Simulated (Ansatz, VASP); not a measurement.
Hf4Si in VASP and in Ansatz

```
Hf Si
1.0
    -3.48034    3.48034    2.10302
     3.48034   -3.48034    2.10302
     3.48034    3.48034   -2.10302
Hf Si
4 1
Direct
  0.80074 0.38896 0.18971
  0.61104 0.80074 0.41178
  0.38896 0.19926 0.58822
  0.19926 0.61104 0.81029
  0.00000 0.00000 0.00000
```

Alike in both runs: functional PBE; k mesh 8 × 8 × 8; occupations gaussian, width 0.1 eV; no spin polarisation.

Ansatz relaxed the structure, and its values are those at the end. VASP's run is a single point on that final structure, the one shown.

```csv
,VASP,Ansatz
version,VASP 6.6.1,Ansatz 0.2.0
potentials or method,"VASP PAW PBE potentials, release 64 (Hf_pv, Si), cutoff 520 eV","scalar-relativistic, plane waves, PAW"
valence electrons in the cell,44,108
```

Ansatz gave:

* gap on the k mesh at the Fermi level (eV): none
* pressure (GPa): 0.0
* rms of the force components (eV/Å): 0.000

Task: Estimate VASP's values.

Result: gap on the k mesh at the Fermi level (eV): none; pressure (GPa): -0.4; rms of the force components (eV/Å): 0.005.

A gap of «none» marks a metal or a gap that the smearing closes. VASP's potentials hold 44 valence electrons a cell and Ansatz's 108, so a difference there can come from the potentials and not from the codes.

Spin-orbit coupling is off throughout.
